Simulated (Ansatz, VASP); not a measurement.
## Two plane-wave programs on BAs

The input POSCAR:

```
BAs
1.0
    0.0000000000      2.4388294456      2.4388294456
    2.4388294456      0.0000000000      2.4388294456
    2.4388294456      2.4388294456      0.0000000000
B As
1 1
Direct
    0.0000000000      0.0000000000      0.0000000000
    0.2500000000      0.2500000000      0.2500000000
```

Contents of INCAR.step1:

```
SYSTEM = BAs
PREC = Accurate
ENCUT = 520
ISMEAR = 0
SIGMA = 0.02
LREAL = .False.
LASPH = .True.
NELM = 80
NBANDS = 11
GGA = PE
ALGO = Normal
EDIFF = 1E-4
LWAVE = .True.
LCHARG = .False.
```

File INCAR.step2:

```
SYSTEM = BAs
PREC = Accurate
ENCUT = 520
EDIFF = 1E-7
ISMEAR = 0
SIGMA = 0.02
LREAL = .False.
LASPH = .True.
NELM = 80
ALGO = Normal
ISIF = 2
LWAVE = .False.
LCHARG = .True.
METAGGA = R2SCAN
LMIXTAU = .True.
LELF = .True.
LVHAR = .True.
NBANDS = 11
ISTART = 1
```

The input KPOINTS:

```
regular mesh
0
Gamma
  10 10 10
  0 0 0
```

Input for Ansatz:

```yaml
crystal:
  lattice:
    - [0.0, 2.4388294456, 2.4388294456]
    - [2.4388294456, 0.0, 2.4388294456]
    - [2.4388294456, 2.4388294456, 0.0]
  atoms:
    - { symbol: B, position: [0.0, 0.0, 0.0] }
    - { symbol: As, position: [0.25, 0.25, 0.25] }
basis:
  ecutwfc: 500
kpoints:
  mp_grid: { grid: [10, 10, 10] }
hamiltonian:
  xc: r2scan
scf:
  occupations: { method: gaussian, width: 0.02 }
output:
  forces: true
  stress: true
  eigenvalues: true
```

Alike in both runs: task single point; functional r2SCAN; k mesh 10 × 10 × 10; occupations gaussian, width 0.02 eV; no spin polarisation.

|  | VASP | Ansatz |
| --- | --- | --- |
| version | VASP 6.6.1 | Ansatz 0.2.0 |
| potentials or method | VASP PAW PBE potentials, release 64 (B, As), cutoff 520 eV | scalar-relativistic, plane waves, PAW |
| valence electrons in the cell | 8 | 18 |

|  | VASP | Ansatz | Ansatz less VASP |
| --- | --- | --- | --- |
| gap on the k mesh at the Fermi level (eV) | 1.43 | 1.43 | -0.002 |
| least direct gap on the mesh (eV) | 3.38 | 3.37 | -0.004 |
| pressure (GPa) | -7.2 | -7.3 | -0.13 |

VASP's potentials were made for PBE, not for r2SCAN. VASP's potentials hold 8 valence electrons a cell and Ansatz's 18, so a difference there can come from the potentials and not from the codes.
